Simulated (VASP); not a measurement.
# MoAu2 (I4/mmm) in VASP: single point with PBE

Aim: the single point of MoAu2 with PBE.

Everything below comes from runs of VASP 6.6.1. Logs are shortened: lines on timing, memory, paths and dates and some standing lists are left out, and cuts for length are marked.

### Step 1. The cell of the first run

The structure is tetragonal, space group I4/mmm (No. 139). The conventional cell has a = 3.471 Å, b = 3.471 Å, c = 8.532 Å, α = 90.00°, β = 90.00°, γ = 90.00°. Within 3.7 Å of Mo (site symmetry 4/mmm) lie 10 Au at 2.83 to 2.85 Å and 4 Mo at 3.47 Å. Within 3.7 Å of Au (site symmetry 4mm) lie 9 Au at 2.83 to 3.47 Å and 5 Mo at 2.83 to 2.85 Å.

### Step 2. Single point, PBE

Input file INCAR:

```
PREC = Accurate ; ENCUT = 520
EDIFF = 1E-6 ; ISMEAR = 0
SIGMA = 0.1 ; LREAL = False
LASPH = True ; NELM = 80
ALGO = Normal ; ISIF = 2
LWAVE = False ; LCHARG = False
GGA = PE ; NBANDS = 25
```

Input file KPOINTS:

```
Automatic mesh
0
Gamma
  6 6 6
```

Input file POSCAR:

```
MoAu2
1.0
   -1.7355939411      1.7355939411      4.2661417373
    1.7355939411     -1.7355939411      4.2661417373
    1.7355939411      1.7355939411     -4.2661417373
Mo Au
1 2
Direct
    0.0000000000      0.0000000000      0.0000000000
    0.6658595746      0.6658595746      0.0000000000
    0.3341404254      0.3341404254      0.0000000000
```

Potentials or basis: VASP PAW PBE potentials, release 64 (Mo_sv, Au).

On the command line:

```bash
> cat potpaw_PBE.64/Mo_sv/POTCAR potpaw_PBE.64/Au/POTCAR > POTCAR
> mpirun -np 1 vasp_std > vasp.out
```

OUTCAR:

```text
PREC = Accurate
   ENCUT = 520
   EDIFF = 1E-6
   ISMEAR = 0
   LREAL = False
   LASPH = True
   NELM = 80
   ISIF = 2
   GGA = PE

 ion  position               nearest neighbor table
   1  0.000  0.000  0.000-   2 2.83   2 2.83   2 2.83   3 2.83   2 2.83   3 2.83   3 2.83   3 2.83
                             2 2.85   3 2.85
   2  0.666  0.666  0.000-   3 2.83   1 2.83   1 2.83   1 2.83   1 2.83   3 2.84   3 2.84   3 2.84
                             3 2.84   1 2.85
   3  0.334  0.334  0.000-   2 2.83   1 2.83   1 2.83   1 2.83   1 2.83   2 2.84   2 2.84   2 2.84
                             2 2.84   1 2.85

  LATTYP: Found a body centered tetragonal cell.
 ALAT       =     3.4711878822
 C/A-ratio  =     2.4580298630

  Lattice vectors:

 A1 = (  -1.7355939411,   1.7355939411,   4.2661417373)
 A2 = (   1.7355939411,  -1.7355939411,   4.2661417373)
 A3 = (   1.7355939411,   1.7355939411,  -4.2661417373)

Analysis of symmetry for initial positions (statically):
=====================================================================
 Subroutine PRICEL returns:
 Original cell was already a primitive cell.

 Routine SETGRP: Setting up the symmetry group for a
 body centered tetragonal supercell.

 Subroutine GETGRP returns: Found 16 space group operations
 (whereof 16 operations were pure point group operations)
 out of a pool of 16 trial point group operations.

The static configuration has the point symmetry D_4h.

Analysis of symmetry for dynamics (positions and initial velocities):
=====================================================================
 Subroutine PRICEL returns:
 Original cell was already a primitive cell.

 Routine SETGRP: Setting up the symmetry group for a
 body centered tetragonal supercell.

 Subroutine GETGRP returns: Found 16 space group operations
 (whereof 16 operations were pure point group operations)
 out of a pool of 16 trial point group operations.

The dynamic configuration has the point symmetry D_4h.

 Subroutine INISYM returns: Found 16 space group operations
 (whereof 16 operations are pure point group operations),
 and found     1 'primitive' translations

----------------------------------------------------------------------------------------

                                     Primitive cell

  volume of cell :      51.4034

  direct lattice vectors                    reciprocal lattice vectors
    -1.735593941  1.735593941  4.266141737     0.000000000  0.288085818  0.117201919
     1.735593941 -1.735593941  4.266141737     0.288085818  0.000000000  0.117201919
     1.735593941  1.735593941 -4.266141737     0.288085818  0.288085818  0.000000000

  length of vectors
     4.921842945  4.921842945  4.921842945     0.311014032  0.311014032  0.407414871

  position of ions in fractional coordinates (direct lattice)
     0.000000000  0.000000000  0.000000000
     0.665859575  0.665859575  0.000000000
     0.334140425  0.334140425  0.000000000

  ion indices of the primitive-cell ions
   primitive index   ion index
                 1           1
                 2           2
                 3           3

----------------------------------------------------------------------------------------

 KPOINTS: Automatic mesh

Automatic generation of k-mesh.
 Grid dimensions read from file:
 generate k-points for:    6    6    6

 Generating k-lattice:

  Cartesian coordinates                     Fractional coordinates (reciprocal lattice)
     0.000000000  0.048014303  0.019533653     0.166666667 -0.000000000  0.000000000
     0.048014303  0.000000000  0.019533653    -0.000000000  0.166666667  0.000000000
     0.048014303  0.048014303  0.000000000     0.000000000  0.000000000  0.166666667

  Length of vectors
     0.051835672  0.051835672  0.067902478

  Shift w.r.t. Gamma in fractional coordinates (k-lattice)
     0.000000000  0.000000000  0.000000000

 Subroutine IBZKPT returns following result:
 ===========================================

 Found     30 irreducible k-points:

 Following reciprocal coordinates:
            Coordinates               Weight
  0.000000  0.000000  0.000000      1.000000
  0.166667  0.000000  0.000000      8.000000
  0.333333  0.000000 -0.000000      8.000000
  0.500000 -0.000000  0.000000      4.000000
  0.166667  0.166667  0.000000      8.000000
  0.333333  0.166667  0.000000     16.000000
[... 16 lines left out ...]
 -0.333333 -0.333333  0.166667      8.000000
 -0.166667 -0.333333  0.166667      8.000000
 [... further k-points ...]
   k-points           NKPTS =     30   k-points in BZ     NKDIM =     30   number of bands    NBANDS=     25
   number of dos      NEDOS =    301   number of ions     NIONS =      3
   total plane-waves  NPLWV =  64000
   dimension x,y,z NGX =    40 NGY =   40 NGZ =   40
   dimension x,y,z NGXF=    80 NGYF=   80 NGZF=   80
   ions per type =               1   2
   NGX,Y,Z   is equivalent  to a cutoff of  13.51, 13.51, 13.51 a.u.
   NGXF,Y,Z  is equivalent  to a cutoff of  27.02, 27.02, 27.02 a.u.
 SYSTEM =  unknown system
   PREC   = accura    normal or accurate (medium, high low for compatibility)
   ISTART =      0    job   : 0-new  1-cont  2-samecut
   ICHARG =      2    charge: 1-file 2-atom 10-const
   ISPIN  =      1    spin polarized calculation?
   LNONCOLLINEAR =      F non collinear calculations
   LSORBIT =      F    spin-orbit coupling
   LASPH  =      T    aspherical Exc in radial PAW
   ENCUT  =  520.0 eV  38.22 Ry    6.18 a.u.   9.15  9.15  9.15*2*pi/ulx,y,z
   NELM   =     80;   NELMIN=  2; NELMDL= -5     # of ELM steps
   EDIFF  = 0.1E-05   stopping-criterion for ELM
   LREAL  =      F    real-space projection
   EDIFFG = 0.1E-04   stopping-criterion for IOM
   NSW    =      0    number of steps for IOM
   IBRION =     -1    ionic relax: 0-MD 1-quasi-New 2-CG
   NFREE  =      0    steps in history (QN), initial steepest desc. (CG)
   ISIF   =      2    stress and relaxation
   ISYM   =      2    0-nonsym 1-usesym 2-fastsym
   POTIM  = 0.5000    time-step for ionic-motion
   TEBEG  =    0.0;   TEEND  =   0.0 temperature during run
   PSTRESS=    0.0 pullay stress
   NELECT =      36.0000    total number of electrons
   NUPDOWN=      -1.0000    fix difference up-down
   EMIN   =  10.00;   EMAX   =-10.00  energy-range for DOS
   EFERMI =   0.00;   METHOD = LEGACY
   ISMEAR =     0;   SIGMA  =   0.10  broadening in eV -4-tet -1-fermi 0-gaus
   EFERMI_NEDOS =   21; number of points for ismear=-14 and -15
   IALGO  =     38    algorithm
   IMIX   =      4    mixing-type and parameters
     AMIX     =   0.40;   BMIX     =  1.00
     AMIX_MAG =   1.60;   BMIX_MAG =  1.00
  volume/ion in A,a.u.               =      17.13       115.63
  Fermi-wavevector in a.u.,A,eV,Ry     =   1.453824  2.747329 28.757330  2.113604
  Thomas-Fermi vector in A             =   2.571046
   LORBIT       =      0    0 simple, 1 ext, 2 COOP (PROOUT), +10 PAW based schemes
   GGA     = PE    functional components
   LHFCALC =     F    Hartree Fock is set to
   AEXX    =    0.0000 exact exchange contribution
   IVDW    =     0    specifies the selected vdW correction
   LEPSILON=     F    determine dielectric tensor
   LRPA    =     F    only Hartree local field effects (RPA)
 non-spin polarized calculation
 Gauss-broadening in eV      SIGMA  =   0.10
  energy-cutoff  :      520.00
  volume of cell :       51.40
 maximum number of plane-waves:      1420
 NGX is ok and might be reduce to    40
   NGX = 19   NGY = 19   NGZ = 19

 number of electron      36.0000002 magnetization

 Free energy of the ion-electron system (eV)
  ---------------------------------------------------
  ext. energy  EPLUGINS =         0.00000000
  ---------------------------------------------------
  free energy    TOTEN  =       -16.12032228 eV

  energy without entropy =      -16.09850866  energy(sigma->0) =      -16.10941547

 E-fermi :  10.4844     XC(G=0): -12.7598

 val. band max:       10.4620956406   @ k =  -0.3333  -0.3333   0.1667
 cond. band min:      10.4946246636   @ k =  -0.3333  -0.3333   0.3333
 fundamental gap:      0.0325290230
 Fermi energy:        10.4843621998

 k-point     1 :       0.0000    0.0000    0.0000
  band No.  band energies     occupation
      1     -50.9537      2.00000
      2     -25.0811      2.00000
      3     -24.9515      2.00000
      4     -24.9515      2.00000
      5       0.9170      2.00000
      6       4.0738      2.00000
[... 17 lines left out ...]
     24      20.5395      0.00000
     25      20.5395      0.00000

 k-point     2 :       0.1667    0.0000    0.0000
  band No.  band energies     occupation
      1     -50.9523      2.00000
      2     -25.0790      2.00000
      3     -24.9747      2.00000
      4     -24.9500      2.00000
      5       1.4249      2.00000
      6       4.0380      2.00000
[... 17 lines left out ...]
     24      18.7204      0.00000
     25      19.6849      0.00000

 k-point     3 :       0.3333    0.0000   -0.0000
  band No.  band energies     occupation
      1     -50.9496      2.00000
      2     -25.0748      2.00000
      3     -25.0207      2.00000
      4     -24.9468      2.00000
      5       2.6950      2.00000
      6       3.5609      2.00000
[... 17 lines left out ...]
     24      19.2294      0.00000
     25      20.2224      0.00000

 k-point     4 :       0.5000   -0.0000    0.0000
  band No.  band energies     occupation
      1     -50.9482      2.00000
      2     -25.0728      2.00000
      3     -25.0433      2.00000
      4     -24.9452      2.00000
      5       3.1616      2.00000
      6       3.5959      2.00000
[... 17 lines left out ...]
     24      20.8179      0.00000
     25      21.8521      0.00000

 k-point     5 :       0.1667    0.1667    0.0000
  band No.  band energies     occupation
      1     -50.9509      2.00000
      2     -25.0776      2.00000
      3     -24.9736      2.00000
      4     -24.9719      2.00000
      5       2.0072      2.00000
      6       4.0732      2.00000
[... 17 lines left out ...]
     24      17.7800      0.00000
     25      19.2457      0.00000

 k-point     6 :       0.3333    0.1667    0.0000
  band No.  band energies     occupation
      1     -50.9482      2.00000
      2     -25.0738      2.00000
      3     -25.0181      2.00000
      4     -24.9689      2.00000
      5       3.1556      2.00000
      6       3.6156      2.00000
[... 17 lines left out ...]
     24      17.9841      0.00000
     25      20.8380      0.00000
[... 393 lines left out ...]
 k-point    21 :      -0.3333    0.5000    0.1667
  band No.  band energies     occupation
      1     -50.9482      2.00000
      2     -25.0748      2.00000
      3     -25.0179      2.00000
      4     -24.9687      2.00000
      5       3.5171      2.00000
      6       3.6279      2.00000
[... 17 lines left out ...]
     24      19.3373      0.00000
     25      21.5789      0.00000

 k-point    22 :      -0.1667    0.5000    0.1667
  band No.  band energies     occupation
      1     -50.9494      2.00000
      2     -25.0762      2.00000
      3     -25.0204      2.00000
      4     -24.9465      2.00000
      5       3.0640      2.00000
      6       3.4145      2.00000
[... 17 lines left out ...]
     24      19.6339      0.00000
     25      21.0895      0.00000

 k-point    23 :      -0.3333   -0.3333    0.1667
  band No.  band energies     occupation
      1     -50.9508      2.00000
      2     -25.0798      2.00000
      3     -24.9733      2.00000
      4     -24.9714      2.00000
      5       2.6930      2.00000
      6       3.7460      2.00000
[... 17 lines left out ...]
     24      20.0498      0.00000
     25      21.7011      0.00000

 k-point    24 :      -0.1667   -0.3333    0.1667
  band No.  band energies     occupation
      1     -50.9522      2.00000
      2     -25.0812      2.00000
      3     -24.9743      2.00000
      4     -24.9496      2.00000
      5       1.9613      2.00000
      6       3.8087      2.00000
[... 17 lines left out ...]
     24      18.1977      0.00000
     25      20.7769      0.00000

 [... further k-points ...]

------------------------ aborting loop because EDIFF is reached ----------------------------------------

  FORCE on cell =-STRESS in cart. coord.  units (eV):
  Direction    XX          YY          ZZ          XY          YZ          ZX
  --------------------------------------------------------------------------------------
  -------------------------------------------------------------------------------------
  Total       -0.0502405     -0.0502405      0.0049729      0.0000000      0.0000000      0.0000000
  in kB       -1.5659326     -1.5659326      0.1549992      0.0000000      0.0000000      0.0000000
  external PRESSURE =      -0.9922887 kB  Pullay stress =       0.0000000 kB

 VOLUME and BASIS-vectors are now :
 -----------------------------------------------------------------------------
  energy-cutoff  :      520.00
  volume of cell :       51.40
      direct lattice vectors                 reciprocal lattice vectors
    -1.735593941  1.735593941  4.266141737     0.000000000  0.288085818  0.117201919
     1.735593941 -1.735593941  4.266141737     0.288085818  0.000000000  0.117201919
     1.735593941  1.735593941 -4.266141737     0.288085818  0.288085818  0.000000000

 POSITION                                       TOTAL-FORCE (eV/Angst)
 -----------------------------------------------------------------------------------
      0.00000      0.00000      0.00000        -0.000000     -0.000000      0.000000
      0.00000      0.00000      5.68130         0.000000      0.000000      0.015989
      0.00000      0.00000      2.85098         0.000000      0.000000     -0.015989
 -----------------------------------------------------------------------------------
    total drift:                               -0.000000     -0.000000      0.000000

  FREE ENERGIE OF THE ION-ELECTRON SYSTEM (eV)
  ---------------------------------------------------
  free  energy   TOTEN  =       -16.1203222812 eV

  energy  without entropy=      -16.0985086627  energy(sigma->0) =      -16.10941547
```

Run time: 44 s. Hardware: 1 thread of Intel Xeon Platinum 8488C (Sapphire Rapids), shared host; peak memory 0.25 GiB.

What came out:

```
Free energy            : -16.1203 eV
Pressure               : -0.1 GPa
Largest force          : 0.016 eV/Å
Band gap on the k mesh : zero (band 18 reaches 11.01 eV, above the bottom of band 19 at 9.83 eV)
```

Forces in eV/Å, atoms in the order of the input:
```
Mo   0.000  0.000  0.000
Au   0.000  0.000  0.016
Au   0.000  0.000 -0.016
```

Caveat: the k points lie up to 0.43 Å⁻¹ apart; spin-orbit coupling is left out, which moves the levels of the heavy elements.
